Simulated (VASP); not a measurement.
# Se (Fd-3m) in VASP: a series of runs

Se is run at these levels: PBEsol; tasks: single point.

Program: VASP 6.6.1. These are calculated values, not measurements. Logs are shortened: lines on timing, memory, paths and dates and some standing lists are left out, and cuts for length are marked.

## 1. The cell of the first run

The structure is cubic, space group Fd-3m (No. 227). The conventional cell has a = 6.306 Å, b = 6.306 Å, c = 6.306 Å, α = 90.00°, β = 90.00°, γ = 90.00°. Within 3.6 Å of Se (site symmetry -43m) lie 4 Se at 2.73 Å.

## 2. Single point, PBEsol

INCAR reads:

```
SYSTEM = Se
PREC = Accurate
ENCUT = 520
EDIFF = 1E-7
ISMEAR = -1
SIGMA = 0.1
LREAL = .FALSE.
LASPH = .TRUE.
NELM = 80
ALGO = Normal
ISIF = 2
LWAVE = .FALSE.
LCHARG = .FALSE.
GGA = PS
NBANDS = 13
```

KPOINTS reads:

```
regular mesh
0
G
  5 5 5
  0 0 0
```

POSCAR reads:

```
Se
1.0
    0.0000000000      3.1531064542      3.1531064542
    3.1531064542      0.0000000000      3.1531064542
    3.1531064542      3.1531064542      0.0000000000
Se
2
Direct
    0.5000000000      0.5000000000      0.5000000000
    0.7500000000      0.7500000000      0.7500000000
```

Potentials or basis: VASP PAW PBE potentials, release 64 (Se).

Command:

```sh
> cat potpaw_PBE.64/Se/POTCAR > POTCAR
> mpirun -np 1 vasp_std > vasp.out
```

OUTCAR:

```text
SYSTEM = Se
   PREC = Accurate
   ENCUT = 520
   EDIFF = 1E-7
   ISMEAR = -1
   LREAL = .FALSE.
   LASPH = .TRUE.
   NELM = 80
   ISIF = 2
   GGA = PS

 ion  position               nearest neighbor table
   1  0.500  0.500  0.500-   2 2.73   2 2.73   2 2.73   2 2.73
   2  0.750  0.750  0.750-   1 2.73   1 2.73   1 2.73   1 2.73

  LATTYP: Found a face centered cubic cell.
 ALAT       =     6.3062129084

  Lattice vectors:

 A1 = (   0.0000000000,   3.1531064542,   3.1531064542)
 A2 = (   3.1531064542,   0.0000000000,   3.1531064542)
 A3 = (   3.1531064542,   3.1531064542,   0.0000000000)

Analysis of symmetry for initial positions (statically):
=====================================================================
 Subroutine PRICEL returns:
 Original cell was already a primitive cell.

 Routine SETGRP: Setting up the symmetry group for a
 face centered cubic supercell.

 Subroutine GETGRP returns: Found 48 space group operations
 (whereof 24 operations were pure point group operations)
 out of a pool of 48 trial point group operations.

The static configuration has the point symmetry T_d .
 The point group associated with its full space group is O_h .

Analysis of symmetry for dynamics (positions and initial velocities):
=====================================================================
 Subroutine PRICEL returns:
 Original cell was already a primitive cell.

 Routine SETGRP: Setting up the symmetry group for a
 face centered cubic supercell.

 Subroutine GETGRP returns: Found 48 space group operations
 (whereof 24 operations were pure point group operations)
 out of a pool of 48 trial point group operations.

The dynamic configuration has the point symmetry T_d .
 The point group associated with its full space group is O_h .

 Subroutine INISYM returns: Found 48 space group operations
 (whereof 24 operations are pure point group operations),
 and found     1 'primitive' translations

----------------------------------------------------------------------------------------

                                     Primitive cell

  volume of cell :      62.6969

  direct lattice vectors                    reciprocal lattice vectors
     0.000000000  3.153106454  3.153106454    -0.158573777  0.158573777  0.158573777
     3.153106454  0.000000000  3.153106454     0.158573777 -0.158573777  0.158573777
     3.153106454  3.153106454  0.000000000     0.158573777  0.158573777 -0.158573777

  length of vectors
     4.459165911  4.459165911  4.459165911     0.274657839  0.274657839  0.274657839

  position of ions in fractional coordinates (direct lattice)
     0.500000000  0.500000000  0.500000000
     0.750000000  0.750000000  0.750000000

  ion indices of the primitive-cell ions
   primitive index   ion index
                 1           1
                 2           2

----------------------------------------------------------------------------------------

 KPOINTS: regular mesh

Automatic generation of k-mesh.
 Grid dimensions read from file:
 generate k-points for:    5    5    5

 Generating k-lattice:

  Cartesian coordinates                     Fractional coordinates (reciprocal lattice)
    -0.031714755  0.031714755  0.031714755     0.200000000  0.000000000  0.000000000
     0.031714755 -0.031714755  0.031714755     0.000000000  0.200000000  0.000000000
     0.031714755  0.031714755 -0.031714755     0.000000000  0.000000000  0.200000000

  Length of vectors
     0.054931568  0.054931568  0.054931568

  Shift w.r.t. Gamma in fractional coordinates (k-lattice)
     0.000000000  0.000000000  0.000000000

 Subroutine IBZKPT returns following result:
 ===========================================

 Found     10 irreducible k-points:

 Following reciprocal coordinates:
            Coordinates               Weight
  0.000000  0.000000  0.000000      1.000000
  0.200000  0.000000  0.000000      8.000000
  0.400000  0.000000  0.000000      8.000000
  0.200000  0.200000  0.000000      6.000000
  0.400000  0.200000  0.000000     24.000000
 -0.400000  0.200000  0.000000     24.000000
 -0.200000  0.200000  0.000000     12.000000
  0.400000  0.400000  0.000000      6.000000
 -0.400000  0.400000  0.000000     12.000000
 -0.400000  0.400000  0.200000     24.000000
   k-points           NKPTS =     10   k-points in BZ     NKDIM =     10   number of bands    NBANDS=     13
   number of dos      NEDOS =    301   number of ions     NIONS =      2
   total plane-waves  NPLWV =  46656
   dimension x,y,z NGX =    36 NGY =   36 NGZ =   36
   dimension x,y,z NGXF=    72 NGYF=   72 NGZF=   72
   ions per type =               2
   NGX,Y,Z   is equivalent  to a cutoff of  13.42, 13.42, 13.42 a.u.
   NGXF,Y,Z  is equivalent  to a cutoff of  26.84, 26.84, 26.84 a.u.
 SYSTEM =  Se
   PREC   = accura    normal or accurate (medium, high low for compatibility)
   ISTART =      0    job   : 0-new  1-cont  2-samecut
   ICHARG =      2    charge: 1-file 2-atom 10-const
   ISPIN  =      1    spin polarized calculation?
   LNONCOLLINEAR =      F non collinear calculations
   LSORBIT =      F    spin-orbit coupling
   LASPH  =      T    aspherical Exc in radial PAW
   ENCUT  =  520.0 eV  38.22 Ry    6.18 a.u.   8.29  8.29  8.29*2*pi/ulx,y,z
   NELM   =     80;   NELMIN=  2; NELMDL= -5     # of ELM steps
   EDIFF  = 0.1E-06   stopping-criterion for ELM
   LREAL  =      F    real-space projection
   EDIFFG = 0.1E-05   stopping-criterion for IOM
   NSW    =      0    number of steps for IOM
   IBRION =     -1    ionic relax: 0-MD 1-quasi-New 2-CG
   NFREE  =      0    steps in history (QN), initial steepest desc. (CG)
   ISIF   =      2    stress and relaxation
   ISYM   =      2    0-nonsym 1-usesym 2-fastsym
   POTIM  = 0.5000    time-step for ionic-motion
   TEBEG  =    0.0;   TEEND  =   0.0 temperature during run
   PSTRESS=    0.0 pullay stress
   NELECT =      12.0000    total number of electrons
   NUPDOWN=      -1.0000    fix difference up-down
   EMIN   =  10.00;   EMAX   =-10.00  energy-range for DOS
   EFERMI =   0.00;   METHOD = LEGACY
   ISMEAR =    -1;   SIGMA  =   0.10  broadening in eV -4-tet -1-fermi 0-gaus
   EFERMI_NEDOS =   21; number of points for ismear=-14 and -15
   IALGO  =     38    algorithm
   IMIX   =      4    mixing-type and parameters
     AMIX     =   0.40;   BMIX     =  1.00
     AMIX_MAG =   1.60;   BMIX_MAG =  1.00
  volume/ion in A,a.u.               =      31.35       211.55
  Fermi-wavevector in a.u.,A,eV,Ry     =   0.943452  1.782866 12.110576  0.890102
  Thomas-Fermi vector in A             =   2.071161
   LORBIT       =      0    0 simple, 1 ext, 2 COOP (PROOUT), +10 PAW based schemes
   GGA     = PS    functional components
   LHFCALC =     F    Hartree Fock is set to
   AEXX    =    0.0000 exact exchange contribution
   IVDW    =     0    specifies the selected vdW correction
   LEPSILON=     F    determine dielectric tensor
   LRPA    =     F    only Hartree local field effects (RPA)
 non-spin polarized calculation
  energy-cutoff  :      520.00
  volume of cell :       62.70
 maximum number of plane-waves:      1700
 NGX is ok and might be reduce to    36
   NGX = 17   NGY = 17   NGZ = 17

 number of electron      11.9999999 magnetization

 Free energy of the ion-electron system (eV)
  ---------------------------------------------------
  ext. energy  EPLUGINS =         0.00000000
  ---------------------------------------------------
  free energy    TOTEN  =        -6.64578908 eV

  energy without entropy =       -6.57911415  energy(sigma->0) =       -6.61245162

 E-fermi :   1.9909     XC(G=0):  -8.3983

 val. band max:        1.7959345450   @ k =  -0.2000   0.2000   0.0000
 cond. band min:       2.0150508588   @ k =  -0.4000   0.2000   0.0000
 fundamental gap:      0.2191163138
 Fermi energy:         1.9908742101

 k-point     1 :       0.0000    0.0000    0.0000
  band No.  band energies     occupation
      1     -13.3283      2.00000
      2      -8.2283      2.00000
      3      -1.4360      2.00000
      4      -1.4360      2.00000
      5      -1.4360      2.00000
      6       1.2256      1.99905
      7       1.2256      1.99905
      8       1.2256      1.99905
      9       6.1918      0.00000
     10       9.6025      0.00000
     11       9.6025      0.00000
     12      11.4471      0.00000
     13      11.4471      0.00000

 k-point     2 :       0.2000    0.0000    0.0000
  band No.  band energies     occupation
      1     -13.0729      2.00000
      2      -8.8233      2.00000
      3      -1.7330      2.00000
      4      -1.7330      2.00000
      5      -1.6444      2.00000
      6       1.6772      1.91680
      7       1.6772      1.91680
      8       1.7872      1.76930
      9       7.2894      0.00000
     10       8.9941      0.00000
     11       8.9941      0.00000
     12      10.7286      0.00000
     13      13.3139      0.00000

 k-point     3 :       0.4000    0.0000    0.0000
  band No.  band energies     occupation
      1     -12.4913      2.00000
      2      -9.8774      2.00000
      3      -2.0867      2.00000
      4      -2.0867      2.00000
      5      -2.0664      2.00000
      6       2.2199      0.18390
      7       2.2199      0.18390
      8       3.3081      0.00000
      9       8.2654      0.00000
     10       9.4827      0.00000
     11       9.4827      0.00000
     12       9.6255      0.00000
     13      12.4423      0.00000
[... 81 lines left out ...]
 k-point     9 :      -0.4000    0.4000    0.0000
  band No.  band energies     occupation
      1     -11.5124      2.00000
      2     -11.0883      2.00000
      3      -3.2569      2.00000
      4      -2.7696      2.00000
      5      -0.0782      2.00000
      6       0.9609      1.99993
      7       3.7770      0.00000
      8       3.7904      0.00000
      9       7.3877      0.00000
     10       8.6808      0.00000
     11      10.3128      0.00000
     12      13.0346      0.00000
     13      13.4458      0.00000

 k-point    10 :      -0.4000    0.4000    0.2000
  band No.  band energies     occupation
      1     -11.8524      2.00000
      2     -10.7039      2.00000
      3      -3.2346      2.00000
      4      -2.8064      2.00000
      5       0.1533      2.00000
      6       1.1784      1.99941
      7       3.3747      0.00000
      8       3.4585      0.00000
      9       7.7914      0.00000
     10       8.0587      0.00000
     11      10.6782      0.00000
     12      12.2517      0.00000
     13      13.4857      0.00000

------------------------ aborting loop because EDIFF is reached ----------------------------------------

  FORCE on cell =-STRESS in cart. coord.  units (eV):
  Direction    XX          YY          ZZ          XY          YZ          ZX
  --------------------------------------------------------------------------------------
  -------------------------------------------------------------------------------------
  Total       -0.6342506     -0.6342506     -0.6342506      0.0000000      0.0000000      0.0000000
  in kB      -16.2078570    -16.2078570    -16.2078570      0.0000000      0.0000000      0.0000000
  external PRESSURE =     -16.2078570 kB  Pullay stress =       0.0000000 kB

 VOLUME and BASIS-vectors are now :
 -----------------------------------------------------------------------------
  energy-cutoff  :      520.00
  volume of cell :       62.70
      direct lattice vectors                 reciprocal lattice vectors
     0.000000000  3.153106454  3.153106454    -0.158573777  0.158573777  0.158573777
     3.153106454  0.000000000  3.153106454     0.158573777 -0.158573777  0.158573777
     3.153106454  3.153106454  0.000000000     0.158573777  0.158573777 -0.158573777

 POSITION                                       TOTAL-FORCE (eV/Angst)
 -----------------------------------------------------------------------------------
      3.15311      3.15311      3.15311         0.000000      0.000000      0.000000
      4.72966      4.72966      4.72966        -0.000000     -0.000000     -0.000000
 -----------------------------------------------------------------------------------
    total drift:                                0.000000      0.000000      0.000000

  FREE ENERGIE OF THE ION-ELECTRON SYSTEM (eV)
  ---------------------------------------------------
  free  energy   TOTEN  =        -6.6457890840 eV

  energy  without entropy=       -6.5791141527  energy(sigma->0) =       -6.61245162
```

Run time: 4.3 s. Hardware: 1 thread of Intel Xeon 6975P-C (Granite Rapids), shared host; peak memory 0.19 GiB.

What came out:

| Property | Result |
| --- | --- |
| Free energy | -6.6458 eV |
| Pressure | -1.6 GPa |
| Band gap on the k mesh | zero (band 6 reaches 2.22 eV, above the bottom of band 7 at 1.23 eV) |

Caveat: the PAW data sets were made with another functional, which shifts forces and pressure a little.

(Continued in part 2 of 2.)
